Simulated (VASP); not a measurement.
# SnSe (P4/nmm) in VASP: notebook

SnSe is run at these levels: LDA; tasks: single point.

All numbers are computed with VASP 6.6.1; they aren't measurements. Logs are shortened: lines on timing, memory, paths and dates and some standing lists are left out, and cuts for length are marked.

### 1 The cell of the first run

It takes space group P4/nmm (No. 129, tetragonal). The conventional cell has a = 4.285 Å, b = 4.285 Å, c = 10.991 Å, α = 90.00°, β = 90.00°, γ = 90.00°. Sn (site symmetry 4mm) has 5 Se at 2.67 to 3.07 Å within 3.5 Å. Within 3.5 Å of Se (site symmetry 4mm) lie 5 Sn at 2.67 to 3.07 Å.

### 2 Single point, LDA (mode 8 (56.1 1/cm) frozen in, largest displacement -0.200 Å)

File INCAR:

```
SYSTEM = SnSe
PREC     = Accurate       ! precision mode
ENCUT    = 520            ! plane-wave cutoff, eV
EDIFF    = 1E-6           ! SCF threshold, eV
ISMEAR   = 0              ! smearing method
SIGMA    = 0.05           ! smearing width, eV
LREAL    = .FALSE.        ! projectors in reciprocal space
LASPH    = .TRUE.         ! aspherical terms in the spheres
NELM     = 60             ! most SCF steps
ALGO     = Normal         ! electronic algorithm
ISIF     = 2              ! what is computed and relaxed
LWAVE    = .FALSE.        ! write WAVECAR
LCHARG   = .FALSE.        ! write CHGCAR
NBANDS   = 28             ! bands
```

File KPOINTS:

```
regular mesh
0
G
  6 6 4
  0 0 0
```

File POSCAR:

```
SnSe
1.0
    4.2853274191      0.0000000000      0.0000000000
    0.0000000000      4.2853274191      0.0000000000
    0.0000000000      0.0000000000     10.9906921300
Sn Se
2 2
Direct
    0.5000000000      0.0000000000      0.3546308219
    0.0000000000      0.5000000000      0.6453691781
    0.5000000000      0.0000000000      0.5978422739
    0.0000000000      0.5000000000      0.4021577261
```

Potentials or basis: VASP PAW LDA potentials, release 64 (Sn_d, Se).

Command:

```console
$ cat potpaw_LDA.64/Sn_d/POTCAR potpaw_LDA.64/Se/POTCAR > POTCAR
$ mpirun -np 1 vasp_std > vasp.out
```

OUTCAR:

```text
SYSTEM = SnSe
   PREC = Accurate
   ENCUT = 520
   EDIFF = 1E-6
   ISMEAR = 0
   LREAL = .FALSE.
   LASPH = .TRUE.
   NELM = 60
   ISIF = 2

 ion  position               nearest neighbor table
   1  0.500  0.000  0.355-   3 2.67   4 3.07   4 3.07   4 3.07   4 3.07
   2  0.000  0.500  0.645-   4 2.67   3 3.07   3 3.07   3 3.07   3 3.07
   3  0.500  0.000  0.598-   1 2.67   2 3.07   2 3.07   2 3.07   2 3.07
   4  0.000  0.500  0.402-   2 2.67   1 3.07   1 3.07   1 3.07   1 3.07

  LATTYP: Found a simple tetragonal cell.
 ALAT       =     4.2853274191
 C/A-ratio  =     2.5647263453

  Lattice vectors:

 A1 = (   4.2853274191,   0.0000000000,   0.0000000000)
 A2 = (   0.0000000000,   4.2853274191,   0.0000000000)
 A3 = (   0.0000000000,   0.0000000000,  10.9906921300)

Analysis of symmetry for initial positions (statically):
=====================================================================
 Subroutine PRICEL returns:
 Original cell was already a primitive cell.

 Routine SETGRP: Setting up the symmetry group for a
 simple tetragonal supercell.

 Subroutine GETGRP returns: Found 16 space group operations
 (whereof  8 operations were pure point group operations)
 out of a pool of 16 trial point group operations.

The static configuration has the point symmetry D_2d.
 The point group associated with its full space group is D_4h.

Analysis of symmetry for dynamics (positions and initial velocities):
=====================================================================
 Subroutine PRICEL returns:
 Original cell was already a primitive cell.

 Routine SETGRP: Setting up the symmetry group for a
 simple tetragonal supercell.

 Subroutine GETGRP returns: Found 16 space group operations
 (whereof  8 operations were pure point group operations)
 out of a pool of 16 trial point group operations.

The dynamic configuration has the point symmetry D_2d.
 The point group associated with its full space group is D_4h.

 Subroutine INISYM returns: Found 16 space group operations
 (whereof  8 operations are pure point group operations),
 and found     1 'primitive' translations

----------------------------------------------------------------------------------------

                                     Primitive cell

  volume of cell :     201.8334

  direct lattice vectors                    reciprocal lattice vectors
     4.285327419  0.000000000  0.000000000     0.233354398  0.000000000  0.000000000
     0.000000000  4.285327419  0.000000000     0.000000000  0.233354398  0.000000000
     0.000000000  0.000000000 10.990692130     0.000000000  0.000000000  0.090986081

  length of vectors
     4.285327419  4.285327419 10.990692130     0.233354398  0.233354398  0.090986081

  position of ions in fractional coordinates (direct lattice)
     0.500000000  0.000000000  0.354630822
     0.000000000  0.500000000  0.645369178
     0.500000000  0.000000000  0.597842274
     0.000000000  0.500000000  0.402157726

  ion indices of the primitive-cell ions
   primitive index   ion index
                 1           1
                 2           2
                 3           3
                 4           4

----------------------------------------------------------------------------------------

 KPOINTS: regular mesh

Automatic generation of k-mesh.
 Grid dimensions read from file:
 generate k-points for:    6    6    4

 Generating k-lattice:

  Cartesian coordinates                     Fractional coordinates (reciprocal lattice)
     0.038892400  0.000000000  0.000000000     0.166666667  0.000000000  0.000000000
     0.000000000  0.038892400  0.000000000     0.000000000  0.166666667  0.000000000
     0.000000000  0.000000000  0.022746520     0.000000000  0.000000000  0.250000000

  Length of vectors
     0.038892400  0.038892400  0.022746520

  Shift w.r.t. Gamma in fractional coordinates (k-lattice)
     0.000000000  0.000000000  0.000000000

 Subroutine IBZKPT returns following result:
 ===========================================

 Found     30 irreducible k-points:

 Following reciprocal coordinates:
            Coordinates               Weight
  0.000000  0.000000  0.000000      1.000000
  0.166667  0.000000  0.000000      4.000000
  0.333333  0.000000  0.000000      4.000000
  0.500000  0.000000  0.000000      2.000000
  0.166667  0.166667  0.000000      4.000000
  0.333333  0.166667  0.000000      8.000000
[... 16 lines left out ...]
  0.333333  0.000000  0.500000      4.000000
  0.500000  0.000000  0.500000      2.000000
 [... further k-points ...]
   k-points           NKPTS =     30   k-points in BZ     NKDIM =     30   number of bands    NBANDS=     28
   number of dos      NEDOS =    301   number of ions     NIONS =      4
   total plane-waves  NPLWV =  86016
   dimension x,y,z NGX =    32 NGY =   32 NGZ =   84
   dimension x,y,z NGXF=    64 NGYF=   64 NGZF=  168
   ions per type =               2   2
   NGX,Y,Z   is equivalent  to a cutoff of  12.41, 12.41, 12.71 a.u.
   NGXF,Y,Z  is equivalent  to a cutoff of  24.83, 24.83, 25.41 a.u.
 SYSTEM =  SnSe
   PREC   = accura    normal or accurate (medium, high low for compatibility)
   ISTART =      0    job   : 0-new  1-cont  2-samecut
   ICHARG =      2    charge: 1-file 2-atom 10-const
   ISPIN  =      1    spin polarized calculation?
   LNONCOLLINEAR =      F non collinear calculations
   LSORBIT =      F    spin-orbit coupling
   LASPH  =      T    aspherical Exc in radial PAW
   ENCUT  =  520.0 eV  38.22 Ry    6.18 a.u.   7.97  7.97 20.44*2*pi/ulx,y,z
   NELM   =     60;   NELMIN=  2; NELMDL= -5     # of ELM steps
   EDIFF  = 0.1E-05   stopping-criterion for ELM
   LREAL  =      F    real-space projection
   EDIFFG = 0.1E-04   stopping-criterion for IOM
   NSW    =      0    number of steps for IOM
   IBRION =     -1    ionic relax: 0-MD 1-quasi-New 2-CG
   NFREE  =      0    steps in history (QN), initial steepest desc. (CG)
   ISIF   =      2    stress and relaxation
   ISYM   =      2    0-nonsym 1-usesym 2-fastsym
   POTIM  = 0.5000    time-step for ionic-motion
   TEBEG  =    0.0;   TEEND  =   0.0 temperature during run
   PSTRESS=    0.0 pullay stress
   NELECT =      40.0000    total number of electrons
   NUPDOWN=      -1.0000    fix difference up-down
   EMIN   =  10.00;   EMAX   =-10.00  energy-range for DOS
   EFERMI =   0.00;   METHOD = LEGACY
   ISMEAR =     0;   SIGMA  =   0.05  broadening in eV -4-tet -1-fermi 0-gaus
   EFERMI_NEDOS =   21; number of points for ismear=-14 and -15
   IALGO  =     38    algorithm
   IMIX   =      4    mixing-type and parameters
     AMIX     =   0.40;   BMIX     =  1.00
     AMIX_MAG =   1.60;   BMIX_MAG =  1.00
  volume/ion in A,a.u.               =      50.46       340.51
  Fermi-wavevector in a.u.,A,eV,Ry     =   0.954473  1.803693 12.395171  0.911019
  Thomas-Fermi vector in A             =   2.083223
   LORBIT       =      0    0 simple, 1 ext, 2 COOP (PROOUT), +10 PAW based schemes
   GGA     = CA    functional components
   LHFCALC =     F    Hartree Fock is set to
   AEXX    =    0.0000 exact exchange contribution
   IVDW    =     0    specifies the selected vdW correction
   LEPSILON=     F    determine dielectric tensor
   LRPA    =     F    only Hartree local field effects (RPA)
 non-spin polarized calculation
 Gauss-broadening in eV      SIGMA  =   0.05
  energy-cutoff  :      520.00
  volume of cell :      201.83
 maximum number of plane-waves:      5480
 NGX is ok and might be reduce to    32
   NGX = 15   NGY = 15   NGZ = 41

 number of electron      40.0000017 magnetization

 Free energy of the ion-electron system (eV)
  ---------------------------------------------------
  ext. energy  EPLUGINS =         0.00000000
  ---------------------------------------------------
  free energy    TOTEN  =       -18.27591804 eV

  energy without entropy =      -18.27591804  energy(sigma->0) =      -18.27591804

 E-fermi :   0.6638     XC(G=0):  -6.3233

 val. band max:        0.4570664330   @ k =   0.0000   0.0000   0.0000
 cond. band min:       1.7373708733   @ k =   0.3333   0.0000   0.5000
 fundamental gap:      1.2803044404
 Fermi energy:         0.6637755099

 k-point     1 :       0.0000    0.0000    0.0000
  band No.  band energies     occupation
      1     -20.5621      2.00000
      2     -20.5598      2.00000
      3     -20.5524      2.00000
      4     -20.5498      2.00000
      5     -20.5212      2.00000
      6     -20.5049      2.00000
[... 20 lines left out ...]
     27       5.7903      0.00000
     28       6.0565      0.00000

 k-point     2 :       0.1667    0.0000    0.0000
  band No.  band energies     occupation
      1     -20.5597      2.00000
      2     -20.5577      2.00000
      3     -20.5538      2.00000
      4     -20.5516      2.00000
      5     -20.5190      2.00000
      6     -20.5048      2.00000
[... 20 lines left out ...]
     27       5.5730      0.00000
     28       6.1750      0.00000

 k-point     3 :       0.3333    0.0000    0.0000
  band No.  band energies     occupation
      1     -20.5564      2.00000
      2     -20.5552      2.00000
      3     -20.5551      2.00000
      4     -20.5538      2.00000
      5     -20.5139      2.00000
      6     -20.5057      2.00000
[... 20 lines left out ...]
     27       5.6265      0.00000
     28       6.9583      0.00000

 k-point     4 :       0.5000    0.0000    0.0000
  band No.  band energies     occupation
      1     -20.5573      2.00000
      2     -20.5573      2.00000
      3     -20.5524      2.00000
      4     -20.5524      2.00000
      5     -20.5089      2.00000
      6     -20.5089      2.00000
[... 20 lines left out ...]
     27       5.9989      0.00000
     28       5.9989      0.00000

 k-point     5 :       0.1667    0.1667    0.0000
  band No.  band energies     occupation
      1     -20.5572      2.00000
      2     -20.5556      2.00000
      3     -20.5554      2.00000
      4     -20.5539      2.00000
      5     -20.5167      2.00000
      6     -20.5047      2.00000
[... 20 lines left out ...]
     27       5.9245      0.00000
     28       6.1426      0.00000

 k-point     6 :       0.3333    0.1667    0.0000
  band No.  band energies     occupation
      1     -20.5591      2.00000
      2     -20.5583      2.00000
      3     -20.5523      2.00000
      4     -20.5513      2.00000
      5     -20.5116      2.00000
      6     -20.5052      2.00000
[... 463 lines left out ...]
      5     -20.5212      2.00000
      6     -20.5049      2.00000
[... 20 lines left out ...]
     27       5.7951      0.00000
     28       5.7951      0.00000

 k-point    22 :       0.1667    0.0000    0.5000
  band No.  band energies     occupation
      1     -20.5597      2.00000
      2     -20.5577      2.00000
      3     -20.5538      2.00000
      4     -20.5516      2.00000
      5     -20.5190      2.00000
      6     -20.5048      2.00000
[... 20 lines left out ...]
     27       5.4856      0.00000
     28       5.6949      0.00000

 k-point    23 :       0.3333    0.0000    0.5000
  band No.  band energies     occupation
      1     -20.5564      2.00000
      2     -20.5552      2.00000
      3     -20.5551      2.00000
      4     -20.5538      2.00000
      5     -20.5139      2.00000
      6     -20.5057      2.00000
[... 20 lines left out ...]
     27       6.1452      0.00000
     28       6.4950      0.00000

 k-point    24 :       0.5000    0.0000    0.5000
  band No.  band energies     occupation
      1     -20.5574      2.00000
      2     -20.5574      2.00000
      3     -20.5525      2.00000
      4     -20.5525      2.00000
      5     -20.5089      2.00000
      6     -20.5089      2.00000
[... 20 lines left out ...]
     27       6.6126      0.00000
     28       6.6126      0.00000

 [... further k-points ...]
[... 5 lines left out ...]
  --------------------------------------------------------------------------------------
  -------------------------------------------------------------------------------------
  Total       -3.3777457     -3.3777457     -1.1322789      0.0000000      0.0000000      0.0000000
  in kB      -26.8129420    -26.8129420     -8.9881628      0.0000000      0.0000000      0.0000000
  external PRESSURE =     -20.8713489 kB  Pullay stress =       0.0000000 kB

 VOLUME and BASIS-vectors are now :
 -----------------------------------------------------------------------------
  energy-cutoff  :      520.00
  volume of cell :      201.83
      direct lattice vectors                 reciprocal lattice vectors
     4.285327419  0.000000000  0.000000000     0.233354398  0.000000000  0.000000000
     0.000000000  4.285327419  0.000000000     0.000000000  0.233354398  0.000000000
     0.000000000  0.000000000 10.990692130     0.000000000  0.000000000  0.090986081

 POSITION                                       TOTAL-FORCE (eV/Angst)
 -----------------------------------------------------------------------------------
      2.14266      0.00000      3.89764        -0.000000      0.000000      0.474282
      0.00000      2.14266      7.09305         0.000000      0.000000     -0.474282
      2.14266      0.00000      6.57070        -0.000000      0.000000      0.192885
      0.00000      2.14266      4.41999         0.000000     -0.000000     -0.192885
 -----------------------------------------------------------------------------------
    total drift:                                0.000000      0.000000     -0.000000

  FREE ENERGIE OF THE ION-ELECTRON SYSTEM (eV)
  ---------------------------------------------------
  free  energy   TOTEN  =       -18.2759180358 eV

  energy  without entropy=      -18.2759180358  energy(sigma->0) =      -18.27591804
```

Wall time 84 s (1 thread of Intel Xeon Platinum 8559C (Emerald Rapids), shared host); peak memory 0.32 GiB.

What came out:

```
Free energy            : -18.2759 eV
Pressure               : -2.1 GPa
Largest force          : 0.474 eV/Å
Band gap on the k mesh : 1.28 eV, indirect (least direct gap 1.35 eV)
```

Forces in eV/Å, atoms in the order of the input:
```
Sn   0.000  0.000  0.474
Sn   0.000  0.000 -0.474
Se   0.000  0.000  0.193
Se   0.000  0.000 -0.193
```

Stress tensor (GPa, compression positive):
```
-2.68  0.00  0.00
 0.00 -2.68  0.00
 0.00  0.00 -0.90
```

Caveat: the cell differs from its parent crystal (mode 8 (56.1 1/cm) frozen in, largest displacement -0.200 Å); spin-orbit coupling is left out, which moves the levels of the heavy elements.

(Part 1 of 3 ends here.)
